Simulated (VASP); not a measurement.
# Be2C (Fm-3m) in VASP: notebook

Aim: see how the results for Be2C move with the level of theory and the settings. Levels: PBEsol, PBE+D3(BJ). Tasks: single point.

Program: VASP 6.6.1. These are calculated values, not measurements. Logs are shortened: lines on timing, memory, paths and dates and some standing lists are left out, and cuts for length are marked.

### 1 The cell of the first run

The structure is cubic, space group Fm-3m (No. 225). Conventional cell: a = 4.304 Å, b = 4.304 Å, c = 4.304 Å, α = 90.00°, β = 90.00°, γ = 90.00°. Be (site symmetry -43m) has 4 C at 1.86 Å and 6 Be at 2.15 Å within 2.5 Å. Within 2.5 Å of C (site symmetry m-3m) lie 8 Be at 1.86 Å.

### 2 Single point, PBEsol (6.64 Å³/atom)

File INCAR:

```
SYSTEM = Be2C
ALGO = Normal
EDIFF = 1E-6
ENCUT = 600
GGA = PS
GGA_COMPAT = .FALSE.
ISIF = 2
ISMEAR = 0
LASPH = .TRUE.
LCHARG = .TRUE.
LELF = .TRUE.
LREAL = .FALSE.
LVHAR = .TRUE.
LWAVE = .FALSE.
NBANDS = 11
NELM = 120
PREC = Accurate
SIGMA = 0.05
```

File KPOINTS:

```
k-points
0
G
  10 10 10
  0 0 0
```

File POSCAR:

```
Be2C
1.0
    0.0000000000      2.1519348982      2.1519348982
    2.1519348982      0.0000000000      2.1519348982
    2.1519348982      2.1519348982      0.0000000000
Be C
2 1
Direct
    0.2500000000      0.2500000000      0.2500000000
    0.7500000000      0.7500000000      0.7500000000
    0.0000000000      0.0000000000      0.0000000000
```

Potentials or basis: VASP PAW PBE potentials, release 64 (Be, C).

On the command line:

```console
$ cat potpaw_PBE.64/Be/POTCAR potpaw_PBE.64/C/POTCAR > POTCAR
$ mpirun -np 1 vasp_std > vasp.out
```

OUTCAR:

```text
SYSTEM = Be2C
   EDIFF = 1E-6
   ENCUT = 600
   GGA = PS
   ISIF = 2
   ISMEAR = 0
   LASPH = .TRUE.
   LREAL = .FALSE.
   NELM = 120
   PREC = Accurate

 ion  position               nearest neighbor table
   1  0.250  0.250  0.250-   3 1.86   3 1.86   3 1.86   3 1.86   2 2.15   2 2.15   2 2.15   2 2.15
                             2 2.15   2 2.15
   2  0.750  0.750  0.750-   3 1.86   3 1.86   3 1.86   3 1.86   1 2.15   1 2.15   1 2.15   1 2.15
                             1 2.15   1 2.15
   3  0.000  0.000  0.000-   2 1.86   2 1.86   2 1.86   1 1.86   1 1.86   1 1.86   2 1.86   1 1.86

  LATTYP: Found a face centered cubic cell.
 ALAT       =     4.3038697964

  Lattice vectors:

 A1 = (   0.0000000000,   2.1519348982,   2.1519348982)
 A2 = (   2.1519348982,   0.0000000000,   2.1519348982)
 A3 = (   2.1519348982,   2.1519348982,   0.0000000000)

Analysis of symmetry for initial positions (statically):
=====================================================================
 Subroutine PRICEL returns:
 Original cell was already a primitive cell.

 Routine SETGRP: Setting up the symmetry group for a
 face centered cubic supercell.

 Subroutine GETGRP returns: Found 48 space group operations
 (whereof 48 operations were pure point group operations)
 out of a pool of 48 trial point group operations.

The static configuration has the point symmetry O_h .

Analysis of symmetry for dynamics (positions and initial velocities):
=====================================================================
 Subroutine PRICEL returns:
 Original cell was already a primitive cell.

 Routine SETGRP: Setting up the symmetry group for a
 face centered cubic supercell.

 Subroutine GETGRP returns: Found 48 space group operations
 (whereof 48 operations were pure point group operations)
 out of a pool of 48 trial point group operations.

The dynamic configuration has the point symmetry O_h .

 Subroutine INISYM returns: Found 48 space group operations
 (whereof 48 operations are pure point group operations),
 and found     1 'primitive' translations

----------------------------------------------------------------------------------------

                                     Primitive cell

  volume of cell :      19.9305

  direct lattice vectors                    reciprocal lattice vectors
     0.000000000  2.151934898  2.151934898    -0.232349036  0.232349036  0.232349036
     2.151934898  0.000000000  2.151934898     0.232349036 -0.232349036  0.232349036
     2.151934898  2.151934898  0.000000000     0.232349036  0.232349036 -0.232349036

  length of vectors
     3.043295518  3.043295518  3.043295518     0.402440336  0.402440336  0.402440336

  position of ions in fractional coordinates (direct lattice)
     0.250000000  0.250000000  0.250000000
     0.750000000  0.750000000  0.750000000
     0.000000000  0.000000000  0.000000000

  ion indices of the primitive-cell ions
   primitive index   ion index
                 1           1
                 2           2
                 3           3

----------------------------------------------------------------------------------------

 KPOINTS: k-points

Automatic generation of k-mesh.
 Grid dimensions read from file:
 generate k-points for:   10   10   10

 Generating k-lattice:

  Cartesian coordinates                     Fractional coordinates (reciprocal lattice)
    -0.023234904  0.023234904  0.023234904     0.100000000  0.000000000  0.000000000
     0.023234904 -0.023234904  0.023234904     0.000000000  0.100000000  0.000000000
     0.023234904  0.023234904 -0.023234904     0.000000000  0.000000000  0.100000000

  Length of vectors
     0.040244034  0.040244034  0.040244034

  Shift w.r.t. Gamma in fractional coordinates (k-lattice)
     0.000000000  0.000000000  0.000000000

 Subroutine IBZKPT returns following result:
 ===========================================

 Found     47 irreducible k-points:

 Following reciprocal coordinates:
            Coordinates               Weight
  0.000000  0.000000  0.000000      1.000000
  0.100000  0.000000  0.000000      8.000000
  0.200000  0.000000  0.000000      8.000000
  0.300000  0.000000  0.000000      8.000000
  0.400000  0.000000  0.000000      8.000000
  0.500000  0.000000  0.000000      4.000000
[... 16 lines left out ...]
  0.300000  0.300000  0.000000      6.000000
  0.400000  0.300000  0.000000     24.000000
 [... further k-points ...]
   k-points           NKPTS =     47   k-points in BZ     NKDIM =     47   number of bands    NBANDS=     11
   number of dos      NEDOS =    301   number of ions     NIONS =      3
   total plane-waves  NPLWV =  13824
   dimension x,y,z NGX =    24 NGY =   24 NGZ =   24
   dimension x,y,z NGXF=    48 NGYF=   48 NGZF=   48
   ions per type =               2   1
   NGX,Y,Z   is equivalent  to a cutoff of  13.11, 13.11, 13.11 a.u.
   NGXF,Y,Z  is equivalent  to a cutoff of  26.22, 26.22, 26.22 a.u.
 SYSTEM =  Be2C
   PREC   = accura    normal or accurate (medium, high low for compatibility)
   ISTART =      0    job   : 0-new  1-cont  2-samecut
   ICHARG =      2    charge: 1-file 2-atom 10-const
   ISPIN  =      1    spin polarized calculation?
   LNONCOLLINEAR =      F non collinear calculations
   LSORBIT =      F    spin-orbit coupling
   LASPH  =      T    aspherical Exc in radial PAW
   ENCUT  =  600.0 eV  44.10 Ry    6.64 a.u.   6.08  6.08  6.08*2*pi/ulx,y,z
   NELM   =    120;   NELMIN=  2; NELMDL= -5     # of ELM steps
   EDIFF  = 0.1E-05   stopping-criterion for ELM
   LREAL  =      F    real-space projection
   EDIFFG = 0.1E-04   stopping-criterion for IOM
   NSW    =      0    number of steps for IOM
   IBRION =     -1    ionic relax: 0-MD 1-quasi-New 2-CG
   NFREE  =      0    steps in history (QN), initial steepest desc. (CG)
   ISIF   =      2    stress and relaxation
   ISYM   =      2    0-nonsym 1-usesym 2-fastsym
   POTIM  = 0.5000    time-step for ionic-motion
   TEBEG  =    0.0;   TEEND  =   0.0 temperature during run
   PSTRESS=    0.0 pullay stress
   NELECT =       8.0000    total number of electrons
   NUPDOWN=      -1.0000    fix difference up-down
   EMIN   =  10.00;   EMAX   =-10.00  energy-range for DOS
   EFERMI =   0.00;   METHOD = LEGACY
   ISMEAR =     0;   SIGMA  =   0.05  broadening in eV -4-tet -1-fermi 0-gaus
   EFERMI_NEDOS =   21; number of points for ismear=-14 and -15
   IALGO  =     38    algorithm
   IMIX   =      4    mixing-type and parameters
     AMIX     =   0.40;   BMIX     =  1.00
     AMIX_MAG =   1.60;   BMIX_MAG =  1.00
  volume/ion in A,a.u.               =       6.64        44.83
  Fermi-wavevector in a.u.,A,eV,Ry     =   1.207626  2.282082 19.842192  1.458360
  Thomas-Fermi vector in A             =   2.343258
   LORBIT       =      0    0 simple, 1 ext, 2 COOP (PROOUT), +10 PAW based schemes
   GGA     = PS    functional components
   LHFCALC =     F    Hartree Fock is set to
   AEXX    =    0.0000 exact exchange contribution
   IVDW    =     0    specifies the selected vdW correction
   LEPSILON=     F    determine dielectric tensor
   LRPA    =     F    only Hartree local field effects (RPA)
 non-spin polarized calculation
 Gauss-broadening in eV      SIGMA  =   0.05
  energy-cutoff  :      600.00
  volume of cell :       19.93
 maximum number of plane-waves:       678
   NGX = 13   NGY = 13   NGZ = 13

 number of electron       8.0000000 magnetization

 Free energy of the ion-electron system (eV)
  ---------------------------------------------------
  ext. energy  EPLUGINS =         0.00000000
  ---------------------------------------------------
  free energy    TOTEN  =       -18.41212730 eV

  energy without entropy =      -18.41212730  energy(sigma->0) =      -18.41212730

 E-fermi :   8.1628     XC(G=0): -11.5822

 val. band max:        7.8650202694   @ k =   0.0000   0.0000   0.0000
 cond. band min:       8.9326726382   @ k =   0.5000   0.5000   0.0000
 fundamental gap:      1.0676523688
 Fermi energy:         8.1627766531

 k-point     1 :       0.0000    0.0000    0.0000
  band No.  band energies     occupation
      1      -7.2987      2.00000
      2       7.8650      2.00000
      3       7.8650      2.00000
      4       7.8650      2.00000
      5      11.9825      0.00000
      6      11.9825      0.00000
      7      11.9825      0.00000
      8      14.7660      0.00000
      9      21.0856      0.00000
     10      21.0856      0.00000
     11      21.0856      0.00000

 k-point     2 :       0.1000    0.0000    0.0000
  band No.  band energies     occupation
      1      -7.1373      2.00000
      2       6.5156      2.00000
      3       7.5519      2.00000
      4       7.5519      2.00000
      5      12.4370      0.00000
      6      12.4370      0.00000
      7      12.8478      0.00000
      8      15.1262      0.00000
      9      20.0237      0.00000
     10      20.0237      0.00000
     11      21.4959      0.00000

 k-point     3 :       0.2000    0.0000    0.0000
  band No.  band energies     occupation
      1      -6.6587      2.00000
      2       4.1496      2.00000
      3       6.9534      2.00000
      4       6.9534      2.00000
      5      13.1885      0.00000
      6      13.1885      0.00000
      7      13.8167      0.00000
      8      16.0581      0.00000
      9      19.1034      0.00000
     10      19.1034      0.00000
     11      22.6298      0.00000
[... 267 lines left out ...]
 k-point    23 :       0.3000    0.3000    0.0000
  band No.  band energies     occupation
      1      -5.4594      2.00000
      2       3.7435      2.00000
      3       4.1030      2.00000
      4       4.1030      2.00000
      5      10.8512      0.00000
      6      13.0823      0.00000
      7      17.5400      0.00000
      8      17.5400      0.00000
      9      21.0227      0.00000
     10      25.4156      0.00000
     11      25.4156      0.00000

 k-point    24 :       0.4000    0.3000    0.0000
  band No.  band energies     occupation
      1      -4.7845      2.00000
      2       2.3121      2.00000
      3       3.6198      2.00000
      4       3.7575      2.00000
      5      10.5225      0.00000
      6      13.7106      0.00000
      7      18.2313      0.00000
      8      18.4066      0.00000
      9      21.9487      0.00000
     10      24.9674      0.00000
     11      25.7100      0.00000

 [... further k-points ...]

------------------------ aborting loop because EDIFF is reached ----------------------------------------

  FORCE on cell =-STRESS in cart. coord.  units (eV):
  Direction    XX          YY          ZZ          XY          YZ          ZX
  --------------------------------------------------------------------------------------
  -------------------------------------------------------------------------------------
  Total        0.1945929      0.1945929      0.1945929      0.0000000      0.0000000     -0.0000000
  in kB       15.6430059     15.6430059     15.6430059      0.0000000      0.0000000     -0.0000000
  external PRESSURE =      15.6430059 kB  Pullay stress =       0.0000000 kB

 VOLUME and BASIS-vectors are now :
 -----------------------------------------------------------------------------
  energy-cutoff  :      600.00
  volume of cell :       19.93
      direct lattice vectors                 reciprocal lattice vectors
     0.000000000  2.151934898  2.151934898    -0.232349036  0.232349036  0.232349036
     2.151934898  0.000000000  2.151934898     0.232349036 -0.232349036  0.232349036
     2.151934898  2.151934898  0.000000000     0.232349036  0.232349036 -0.232349036

 POSITION                                       TOTAL-FORCE (eV/Angst)
 -----------------------------------------------------------------------------------
      1.07597      1.07597      1.07597        -0.000000     -0.000000     -0.000000
      3.22790      3.22790      3.22790        -0.000000      0.000000      0.000000
      0.00000      0.00000      0.00000         0.000000      0.000000     -0.000000
 -----------------------------------------------------------------------------------
    total drift:                               -0.000000     -0.000000     -0.000000

  FREE ENERGIE OF THE ION-ELECTRON SYSTEM (eV)
  ---------------------------------------------------
  free  energy   TOTEN  =       -18.4121272999 eV

  energy  without entropy=      -18.4121272999  energy(sigma->0) =      -18.41212730
```

Wall time 9.3 s (1 thread of Intel Xeon 8259CL, shared host); peak memory 0.14 GiB.

Results:

```yaml
Free_energy: -18.4121 eV
Pressure: 1.6 GPa
Band_gap_on_the_k_mesh: 1.07 eV (least direct gap 4.12 eV)
```

Levels at points of the mesh, in eV from the valence-band top:
```
           k point  band 2  band 3  band 4  band 5  band 6  band 7
(0.00, 0.00, 0.00)    0.00    0.00    0.00    4.12    4.12    4.12
(0.50, 0.00, 0.00)   -8.88   -1.87   -1.87    4.98    4.98    7.21
(0.50, 0.50, 0.00)   -6.85   -4.83   -4.83    1.07    5.85   13.39
```

Caveat: the PAW data sets were made with another functional, which shifts forces and pressure a little. As with any semilocal functional, this PBEsol gap is likely too small.

### 3 Single point, PBEsol (6.67 Å³/atom)

This run uses another cell than the first one, of 6.67 Å³/atom.

File INCAR:

```
SYSTEM = Be2C
PREC     = Accurate       ! precision mode
ENCUT    = 600            ! plane-wave cutoff, eV
EDIFF    = 1E-6           ! SCF threshold, eV
ISMEAR   = 0              ! smearing method
SIGMA    = 0.05           ! smearing width, eV
LREAL    = .FALSE.        ! projectors in reciprocal space
LASPH    = .TRUE.         ! aspherical terms in the spheres
NELM     = 120            ! most SCF steps
ALGO     = Normal         ! electronic algorithm
ISIF     = 2              ! what is computed and relaxed
LWAVE    = .FALSE.        ! write WAVECAR
LCHARG   = .FALSE.        ! write CHGCAR
GGA      = PS             ! functional
NBANDS   = 11             ! bands
GGA_COMPAT= .FALSE.
```

File KPOINTS:

```
Automatic mesh
0
G
  10 10 10
  0 0 0
```

File POSCAR:

```
Be2C
1.0
    0.0000000000      2.1553075393      2.1553075393
    2.1553075393      0.0000000000      2.1553075393
    2.1553075393      2.1553075393      0.0000000000
Be C
2 1
Direct
    0.2500000000      0.2500000000      0.2500000000
    0.7500000000      0.7500000000      0.7500000000
    0.0000000000      0.0000000000      0.0000000000
```

Potentials or basis: VASP PAW PBE potentials, release 64 (Be, C).

On the command line:

```console
$ cat potpaw_PBE.64/Be/POTCAR potpaw_PBE.64/C/POTCAR > POTCAR
$ mpirun -np 1 vasp_std > vasp.out
```

OUTCAR:

```text
SYSTEM = Be2C
   PREC = Accurate
   ENCUT = 600
   EDIFF = 1E-6
   ISMEAR = 0
   LREAL = .FALSE.
   LASPH = .TRUE.
   NELM = 120
   ISIF = 2
   GGA = PS

 ion  position               nearest neighbor table
   1  0.250  0.250  0.250-   3 1.87   3 1.87   3 1.87   3 1.87   2 2.16   2 2.16   2 2.16   2 2.16
                             2 2.16   2 2.16
   2  0.750  0.750  0.750-   3 1.87   3 1.87   3 1.87   3 1.87   1 2.16   1 2.16   1 2.16   1 2.16
                             1 2.16   1 2.16
   3  0.000  0.000  0.000-   2 1.87   2 1.87   2 1.87   1 1.87   2 1.87   1 1.87   1 1.87   1 1.87

  LATTYP: Found a face centered cubic cell.
 ALAT       =     4.3106150786
[... 532 lines left out ...]
  --------------------------------------------------------------------------------------
  -------------------------------------------------------------------------------------
  Total        0.0726911      0.0726911      0.0726911      0.0000000     -0.0000000      0.0000000
  in kB        5.8161326      5.8161326      5.8161326      0.0000000     -0.0000000      0.0000000
  external PRESSURE =       5.8161326 kB  Pullay stress =       0.0000000 kB

 VOLUME and BASIS-vectors are now :
 -----------------------------------------------------------------------------
  energy-cutoff  :      600.00
  volume of cell :       20.02
      direct lattice vectors                 reciprocal lattice vectors
     0.000000000  2.155307539  2.155307539    -0.231985455  0.231985455  0.231985455
     2.155307539  0.000000000  2.155307539     0.231985455 -0.231985455  0.231985455
     2.155307539  2.155307539  0.000000000     0.231985455  0.231985455 -0.231985455

 POSITION                                       TOTAL-FORCE (eV/Angst)
 -----------------------------------------------------------------------------------
      1.07765      1.07765      1.07765         0.000000      0.000000      0.000000
      3.23296      3.23296      3.23296        -0.000000     -0.000000     -0.000000
      0.00000      0.00000      0.00000        -0.000000     -0.000000     -0.000000
 -----------------------------------------------------------------------------------
    total drift:                               -0.000000     -0.000000      0.000000

  FREE ENERGIE OF THE ION-ELECTRON SYSTEM (eV)
  ---------------------------------------------------
  free  energy   TOTEN  =       -18.4128432996 eV

  energy  without entropy=      -18.4128432996  energy(sigma->0) =      -18.41284330
```

OSZICAR:

```text
N       E                     dE             d eps       ncg     rms          rms(c)
DAV:   1     0.447391119907E+01    0.44739E+01   -0.45022E+03  1034   0.764E+02
DAV:   2    -0.185423622334E+02   -0.23016E+02   -0.21784E+02  1327   0.129E+02
DAV:   3    -0.194625521650E+02   -0.92019E+00   -0.91502E+00  1375   0.203E+01
DAV:   4    -0.194679361923E+02   -0.53840E-02   -0.53831E-02  1181   0.180E+00
DAV:   5    -0.194679635449E+02   -0.27353E-04   -0.27352E-04  1340   0.118E-01    0.527E+00
DAV:   6    -0.184778432523E+02    0.99012E+00   -0.29179E+00  1076   0.806E+00    0.213E+00
DAV:   7    -0.184256179412E+02    0.52225E-01   -0.18155E-01  1231   0.278E+00    0.125E+00
DAV:   8    -0.184130015194E+02    0.12616E-01   -0.10920E-02  1195   0.100E+00    0.212E-01
DAV:   9    -0.184128452061E+02    0.15631E-03   -0.31201E-04  1252   0.106E-01    0.121E-01
DAV:  10    -0.184128442669E+02    0.93929E-06   -0.12173E-04  1270   0.656E-02    0.829E-03
DAV:  11    -0.184128432996E+02    0.96729E-06   -0.86219E-06  1142   0.162E-02
   1 F= -.18412843E+02 E0= -.18412843E+02  d E =-.326268E-18
```

It took 8.2 s on 1 thread of Intel Xeon 8259CL, shared host; peak memory 0.14 GiB.

Results:

| Property | Result |
| --- | --- |
| Free energy | -18.4128 eV |
| Pressure | 0.6 GPa |
| Band gap on the k mesh | 1.07 eV (least direct gap 4.11 eV) |

Caveat: the PAW data sets were made with another functional, which shifts forces and pressure a little.

(Part 1 of 2 ends here.)
